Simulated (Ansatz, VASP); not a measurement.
**Two plane-wave programs on Mo**

Contents of INCAR:

```
  PREC = Accurate
  ENCUT = 520
  EDIFF = 1E-6
  ISMEAR = 1
  SIGMA = 0.1
  LREAL = False
  LASPH = True
  NELM = 80
  ALGO = Normal
  ISIF = 2
  LWAVE = False
  LCHARG = True
  GGA = CA
  LELF = True
  LVHAR = True
  NBANDS = 13
```

The input KPOINTS:

```
Automatic mesh
0
Gamma
  14 14 14
```

Contents of POSCAR:

```
Mo
1.0
   -1.5565618036      1.5565618036      1.5565618036
    1.5565618036     -1.5565618036      1.5565618036
    1.5565618036      1.5565618036     -1.5565618036
Mo
1
Direct
    0.0000000000      0.0000000000      0.0000000000
```

Input for Ansatz:

```yaml
crystal:
  lattice:
    - [-1.5565618036, 1.5565618036, 1.5565618036]
    - [1.5565618036, -1.5565618036, 1.5565618036]
    - [1.5565618036, 1.5565618036, -1.5565618036]
  atoms:
    - { symbol: Mo, position: [0.0, 0.0, 0.0] }
hamiltonian:
  xc: lda
  pseudopotentials:
    kind: paw
    azcp:
      Mo: "pseudopotentials/Mo.paw.azcp"
basis:
  ecutwfc: 420
  fft_grid_basis: typed
kpoints:
  mp_grid: { grid: [14, 14, 14], shift: [0, 0, 0] }
magnetization:
  spin_polarized: false
scf:
  occupations: { method: cold, width: 0.1 }
  lower_state_search: "off"
output:
  stress: true
```

Alike in both runs: task single point; functional LDA; k mesh 14 × 14 × 14; no spin polarisation.

|  | VASP | Ansatz |
| --- | --- | --- |
| version | VASP 6.6.1 | Ansatz 0.2.0 |
| potentials or method | VASP PAW LDA potentials, release 64 (Mo_sv), cutoff 520 eV | plane waves (420 eV) with PAW, scalar-relativistic |
| occupations | methfessel-paxton of order 1, width 0.1 eV | cold, width 0.1 eV |
| valence electrons in the cell | 14 | 14 |

|  | VASP | Ansatz | Ansatz less VASP |
| --- | --- | --- | --- |
| pressure (GPa) | 1.4 | 0.3 | -1.14 |

Ansatz warns that its potentials were made for another functional, while VASP's fit it. LDA's correlation is that of Perdew and Zunger in VASP and of Perdew and Wang (1992) in Ansatz.
